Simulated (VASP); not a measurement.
AgRh, 2 atoms in the cell. The structure is hexagonal, space group P-6m2 (No. 187). The conventional cell has a = 2.778 Å, b = 2.778 Å, c = 4.809 Å, α = 90.00°, β = 90.00°, γ = 120.00°. Ag (site symmetry -6m2) has 6 Ag at 2.78 Å and 6 Rh at 2.89 Å within 3.7 Å. Within 3.7 Å of Rh (site symmetry -6m2) lie 6 Rh at 2.78 Å and 6 Ag at 2.89 Å. 

```yaml
Program: VASP 6.6.1
Task: single point
Functional: PBE
Potentials_or_basis: VASP PAW PBE potentials, release 64 (Ag, Rh_pv)
Cutoff: 520 eV
k_mesh: 14 × 14 × 7
Occupations: fermi-dirac, width 0.05 eV
Spin: collinear spin, ferromagnetic start
Starting_moments: "[0.0, 0.39] μB"
Fixed_moment: 0.39 μB
Dipole_correction: no
Further_INCAR_settings: ALGO = Normal; EDIFF = 1e-07; NBANDS = 24
```

Potentials or basis: VASP PAW PBE potentials, release 64 (Ag, Rh_pv).

The run is started by

```console
$ cat potpaw_PBE.64/Ag/POTCAR potpaw_PBE.64/Rh_pv/POTCAR > POTCAR
$ mpirun -np 1 vasp_std > vasp.out
```

Hardware: 1 thread of AMD EPYC 7R13, with other jobs on the host.

Problem. Estimate the wall time of this run.

Solution. It took 7.2 min on 1 thread of AMD EPYC 7R13, with other jobs on the host, peak memory 0.22 GiB. Counts: scf iterations 15, k points 96.
